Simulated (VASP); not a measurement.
# C (Cmmm) in VASP: a series of runs

C is run at these levels: PBE; tasks: single point.

Everything below comes from runs of VASP 6.6.1. Logs are shortened: lines on timing, memory, paths and dates and some standing lists are left out, and cuts for length are marked.

## (1) The cell of the first run

The structure is orthorhombic, space group Cmmm (No. 65). The conventional cell has a = 2.467 Å, b = 4.272 Å, c = 12.938 Å, α = 90.00°, β = 90.00°, γ = 90.00°. Within 1.9 Å of C (site symmetry m) lie 3 C at 1.42 Å. C (site symmetry m2m) has 3 C at 1.42 Å within 1.9 Å.

The cell was built from a structure type or drawn by symmetry, and may not be a known phase.

## (2) Single point, PBE

File INCAR:

```
SYSTEM = C
ALGO = Normal ; EDIFF = 1E-6
ENCUT = 520 ; GGA = PE
ISIF = 2 ; ISMEAR = 0
LASPH = .TRUE. ; LCHARG = .FALSE.
LREAL = .FALSE. ; LWAVE = .FALSE.
NBANDS = 21 ; NELM = 100
PREC = Accurate ; SIGMA = 0.1
```

File KPOINTS:

```
k-points
0
G
  12 12 2
  0 0 0
```

File POSCAR:

```
C
1.0
    1.2332811000     -2.1360482000      0.0000000000
    1.2332811000      2.1360482000      0.0000000000
    0.0000000000      0.0000000000     12.9376230000
C
6
Direct
    0.1666670000      0.8333330000      0.6699230000
    0.8333330000      0.1666670000      0.6699230000
    0.8333330000      0.1666670000      0.3300770000
    0.1666670000      0.8333330000      0.3300770000
    0.3333340000      0.6666660000      0.0000000000
    0.6666660000      0.3333340000      0.0000000000
```

Potentials or basis: VASP PAW PBE potentials, release 64 (C).

Run with:

```sh
> cat potpaw_PBE.64/C/POTCAR > POTCAR
> mpirun -np 1 vasp_std > vasp.out
```

OUTCAR:

```text
SYSTEM = C
   EDIFF = 1E-6
   ENCUT = 520
   GGA = PE
   ISIF = 2
   ISMEAR = 0
   LASPH = .TRUE.
   LREAL = .FALSE.
   NELM = 100
   PREC = Accurate

 ion  position               nearest neighbor table
   1  0.167  0.833  0.670-   2 1.42   2 1.42   2 1.42
   2  0.833  0.167  0.670-   1 1.42   1 1.42   1 1.42
   3  0.833  0.167  0.330-   4 1.42   4 1.42   4 1.42
   4  0.167  0.833  0.330-   3 1.42   3 1.42   3 1.42
   5  0.333  0.667  0.000-   6 1.42   6 1.42   6 1.42
   6  0.667  0.333  0.000-   5 1.42   5 1.42   5 1.42

  LATTYP: Found a base centered orthorhombic cell.
 ALAT       =     2.4665622000
 B/A-ratio  =     1.7320043257
 C/A-ratio  =     5.2452044388

  Lattice vectors:

 A1 = (   1.2332811000,  -2.1360482000,   0.0000000000)
 A2 = (   1.2332811000,   2.1360482000,   0.0000000000)
 A3 = (   0.0000000000,   0.0000000000,  12.9376230000)

Analysis of symmetry for initial positions (statically):
=====================================================================
 Subroutine PRICEL returns:
 Original cell was already a primitive cell.

 Routine SETGRP: Setting up the symmetry group for a
 base centered orthorhombic supercell.

 Subroutine GETGRP returns: Found  8 space group operations
 (whereof  8 operations were pure point group operations)
 out of a pool of  8 trial point group operations.

The static configuration has the point symmetry D_2h.

Analysis of symmetry for dynamics (positions and initial velocities):
=====================================================================
 Subroutine PRICEL returns:
 Original cell was already a primitive cell.

 Routine SETGRP: Setting up the symmetry group for a
 base centered orthorhombic supercell.

 Subroutine GETGRP returns: Found  8 space group operations
 (whereof  8 operations were pure point group operations)
 out of a pool of  8 trial point group operations.

The dynamic configuration has the point symmetry D_2h.

 Subroutine INISYM returns: Found  8 space group operations
 (whereof  8 operations are pure point group operations),
 and found     1 'primitive' translations

----------------------------------------------------------------------------------------

                                     Primitive cell

  volume of cell :      68.1644

  direct lattice vectors                    reciprocal lattice vectors
     1.233281100 -2.136048200  0.000000000     0.405422576 -0.234077115  0.000000000
     1.233281100  2.136048200  0.000000000     0.405422576  0.234077115  0.000000000
     0.000000000  0.000000000 12.937623000     0.000000000  0.000000000  0.077293951

  length of vectors
     2.466512555  2.466512555 12.937623000     0.468144807  0.468144807  0.077293951

  position of ions in fractional coordinates (direct lattice)
     0.166667000  0.833333000  0.669923000
     0.833333000  0.166667000  0.669923000
     0.833333000  0.166667000  0.330077000
     0.166667000  0.833333000  0.330077000
     0.333334000  0.666666000  0.000000000
     0.666666000  0.333334000  0.000000000

  ion indices of the primitive-cell ions
   primitive index   ion index
                 1           1
                 2           2
                 3           3
                 4           4
                 5           5
                 6           6

----------------------------------------------------------------------------------------

 KPOINTS: k-points

Automatic generation of k-mesh.
 Grid dimensions read from file:
 generate k-points for:   12   12    2

 Generating k-lattice:

  Cartesian coordinates                     Fractional coordinates (reciprocal lattice)
     0.033785215 -0.019506426  0.000000000     0.083333333 -0.000000000  0.000000000
     0.033785215  0.019506426  0.000000000    -0.000000000  0.083333333  0.000000000
     0.000000000  0.000000000  0.038646976     0.000000000  0.000000000  0.500000000

  Length of vectors
     0.039012067  0.039012067  0.038646976

  Shift w.r.t. Gamma in fractional coordinates (k-lattice)
     0.000000000  0.000000000  0.000000000

 Subroutine IBZKPT returns following result:
 ===========================================

 Found     86 irreducible k-points:

 Following reciprocal coordinates:
            Coordinates               Weight
  0.000000  0.000000  0.000000      1.000000
  0.083333  0.000000  0.000000      4.000000
  0.166667  0.000000  0.000000      4.000000
  0.250000  0.000000  0.000000      4.000000
  0.333333  0.000000  0.000000      4.000000
  0.416667 -0.000000  0.000000      4.000000
[... 16 lines left out ...]
  0.500000  0.166667  0.000000      4.000000
 -0.416667  0.166667  0.000000      4.000000
 [... further k-points ...]
   k-points           NKPTS =     86   k-points in BZ     NKDIM =     86   number of bands    NBANDS=     21
   number of dos      NEDOS =    301   number of ions     NIONS =      6
   total plane-waves  NPLWV =  31104
   dimension x,y,z NGX =    18 NGY =   18 NGZ =   96
   dimension x,y,z NGXF=    36 NGYF=   36 NGZF=  192
   ions per type =               6
   NGX,Y,Z   is equivalent  to a cutoff of  12.13, 12.13, 12.34 a.u.
   NGXF,Y,Z  is equivalent  to a cutoff of  24.26, 24.26, 24.67 a.u.
 SYSTEM =  C
   PREC   = accura    normal or accurate (medium, high low for compatibility)
   ISTART =      0    job   : 0-new  1-cont  2-samecut
   ICHARG =      2    charge: 1-file 2-atom 10-const
   ISPIN  =      1    spin polarized calculation?
   LNONCOLLINEAR =      F non collinear calculations
   LSORBIT =      F    spin-orbit coupling
   LASPH  =      T    aspherical Exc in radial PAW
   ENCUT  =  520.0 eV  38.22 Ry    6.18 a.u.   4.59  4.59 24.06*2*pi/ulx,y,z
   NELM   =    100;   NELMIN=  2; NELMDL= -5     # of ELM steps
   EDIFF  = 0.1E-05   stopping-criterion for ELM
   LREAL  =      F    real-space projection
   EDIFFG = 0.1E-04   stopping-criterion for IOM
   NSW    =      0    number of steps for IOM
   IBRION =     -1    ionic relax: 0-MD 1-quasi-New 2-CG
   NFREE  =      0    steps in history (QN), initial steepest desc. (CG)
   ISIF   =      2    stress and relaxation
   ISYM   =      2    0-nonsym 1-usesym 2-fastsym
   POTIM  = 0.5000    time-step for ionic-motion
   TEBEG  =    0.0;   TEEND  =   0.0 temperature during run
   PSTRESS=    0.0 pullay stress
   NELECT =      24.0000    total number of electrons
   NUPDOWN=      -1.0000    fix difference up-down
   EMIN   =  10.00;   EMAX   =-10.00  energy-range for DOS
   EFERMI =   0.00;   METHOD = LEGACY
   ISMEAR =     0;   SIGMA  =   0.10  broadening in eV -4-tet -1-fermi 0-gaus
   EFERMI_NEDOS =   21; number of points for ismear=-14 and -15
   IALGO  =     38    algorithm
   IMIX   =      4    mixing-type and parameters
     AMIX     =   0.40;   BMIX     =  1.00
     AMIX_MAG =   1.60;   BMIX_MAG =  1.00
  volume/ion in A,a.u.               =      11.36        76.67
  Fermi-wavevector in a.u.,A,eV,Ry     =   1.156004  2.184531 18.182084  1.336345
  Thomas-Fermi vector in A             =   2.292628
   LORBIT       =      0    0 simple, 1 ext, 2 COOP (PROOUT), +10 PAW based schemes
   GGA     = PE    functional components
   LHFCALC =     F    Hartree Fock is set to
   AEXX    =    0.0000 exact exchange contribution
   IVDW    =     0    specifies the selected vdW correction
   LEPSILON=     F    determine dielectric tensor
   LRPA    =     F    only Hartree local field effects (RPA)
 non-spin polarized calculation
 Gauss-broadening in eV      SIGMA  =   0.10
  energy-cutoff  :      520.00
  volume of cell :       68.16
 maximum number of plane-waves:      1870
   NGX =  9   NGY =  9   NGZ = 49

 number of electron      23.9999993 magnetization

 Free energy of the ion-electron system (eV)
  ---------------------------------------------------
  ext. energy  EPLUGINS =         0.00000000
  ---------------------------------------------------
  free energy    TOTEN  =       -55.34432412 eV

  energy without entropy =      -55.34118871  energy(sigma->0) =      -55.34275642

 E-fermi :   2.7127     XC(G=0):  -8.6497

 val. band max:        2.6976844716   @ k =   0.3333   0.3333   0.0000
 cond. band min:       2.7263125487   @ k =   0.3333   0.3333   0.5000
 fundamental gap:      0.0286280772
 Fermi energy:         2.7126998264

 k-point     1 :       0.0000    0.0000    0.0000
  band No.  band energies     occupation
      1     -16.8184      2.00000
      2     -16.7959      2.00000
      3     -16.7926      2.00000
      4      -5.0265      2.00000
      5      -4.9986      2.00000
      6      -4.6690      2.00000
[... 13 lines left out ...]
     20      11.0180      0.00000
     21      11.0189      0.00000

 k-point     2 :       0.0833    0.0000    0.0000
  band No.  band energies     occupation
      1     -16.6543      2.00000
      2     -16.6321      2.00000
      3     -16.6288      2.00000
      4      -4.8297      2.00000
      5      -4.8021      2.00000
      6      -4.4754      2.00000
[... 13 lines left out ...]
     20      11.7113      0.00000
     21      11.7123      0.00000

 k-point     3 :       0.1667    0.0000    0.0000
  band No.  band energies     occupation
      1     -16.1635      2.00000
      2     -16.1422      2.00000
      3     -16.1390      2.00000
      4      -4.2444      2.00000
      5      -4.2176      2.00000
      6      -3.9002      2.00000
[... 13 lines left out ...]
     20      12.0429      0.00000
     21      12.0980      0.00000
[... 457 lines left out ...]
 k-point    23 :       0.5000    0.1667    0.0000
  band No.  band energies     occupation
      1     -12.3839      2.00000
      2     -12.3691      2.00000
      3     -12.3670      2.00000
      4      -8.6979      2.00000
      5      -8.6887      2.00000
      6      -8.6875      2.00000
[... 13 lines left out ...]
     20      12.9784      0.00000
     21      13.0705      0.00000

 k-point    24 :      -0.4167    0.1667    0.0000
  band No.  band energies     occupation
      1     -13.7608      2.00000
      2     -13.7437      2.00000
      3     -13.7410      2.00000
      4      -6.7865      2.00000
      5      -6.7803      2.00000
      6      -6.7799      2.00000
[... 13 lines left out ...]
     20      12.9378      0.00000
     21      12.9449      0.00000

 [... further k-points ...]

------------------------ aborting loop because EDIFF is reached ----------------------------------------

  FORCE on cell =-STRESS in cart. coord.  units (eV):
  Direction    XX          YY          ZZ          XY          YZ          ZX
  --------------------------------------------------------------------------------------
  -------------------------------------------------------------------------------------
  Total        0.2531894      0.2510352     -0.0263022     -0.0000000      0.0000000      0.0000000
  in kB        5.9511172      5.9004833     -0.6182219     -0.0000000      0.0000000      0.0000000
  external PRESSURE =       3.7444595 kB  Pullay stress =       0.0000000 kB

 VOLUME and BASIS-vectors are now :
 -----------------------------------------------------------------------------
  energy-cutoff  :      520.00
  volume of cell :       68.16
      direct lattice vectors                 reciprocal lattice vectors
     1.233281100 -2.136048200  0.000000000     0.405422576 -0.234077115  0.000000000
     1.233281100  2.136048200  0.000000000     0.405422576  0.234077115  0.000000000
     0.000000000  0.000000000 12.937623000     0.000000000  0.000000000  0.077293951

 POSITION                                       TOTAL-FORCE (eV/Angst)
 -----------------------------------------------------------------------------------
      1.23328      1.42403      8.66721         0.000000      0.000019     -0.000282
      1.23328     -1.42403      8.66721         0.000000     -0.000019     -0.000282
      1.23328     -1.42403      4.27041         0.000000     -0.000019      0.000282
      1.23328      1.42403      4.27041         0.000000      0.000019      0.000282
      1.23328      0.71201      0.00000         0.000000     -0.000129     -0.000000
      1.23328     -0.71201      0.00000         0.000000      0.000129     -0.000000
 -----------------------------------------------------------------------------------
    total drift:                                0.000000     -0.000000     -0.000000

  FREE ENERGIE OF THE ION-ELECTRON SYSTEM (eV)
  ---------------------------------------------------
  free  energy   TOTEN  =       -55.3443241230 eV

  energy  without entropy=      -55.3411887136  energy(sigma->0) =      -55.34275642
```

It took 90 s on 1 thread of Intel Xeon Platinum 8259CL at 2.50GHz (Skylake/Cascade Lake), shared host; peak memory 0.22 GiB.

Results:

| Quantity | Value |
| --- | --- |
| Free energy | -55.3443 eV |
| Pressure | 0.4 GPa |
| Band gap on the k mesh | zero (bands 12 and 13 overlap by 0.03 eV) |

Levels at points of the mesh, in eV from the Fermi level:
```tsv
k point	band 9	band 10	band 11	band 12	band 13	band 14	band 15	band 16
(0.00, 0.00, 0.00)	-3.04	-3.04	-3.04	-3.04	3.06	5.03	5.14	8.30
(0.50, 0.00, 0.00)	-6.42	-2.42	-2.36	-2.30	1.58	1.68	1.78	7.35
(0.50, 0.50, 0.00)	-6.42	-2.43	-2.42	-2.22	1.57	1.58	1.89	7.34
(0.00, 0.00, 0.50)	-3.04	-3.04	-3.04	-3.04	3.59	3.65	6.27	8.30
(0.50, 0.00, 0.50)	-6.42	-2.42	-2.36	-2.30	1.59	1.68	1.77	7.35
(0.50, 0.50, 0.50)	-6.42	-2.49	-2.30	-2.28	1.48	1.77	1.79	7.35
```

Caveat: this functional lacks dispersion, which binds the layers, so the pressure and a relaxed spacing across them are unreliable.

(Continued in part 2 of 2.)
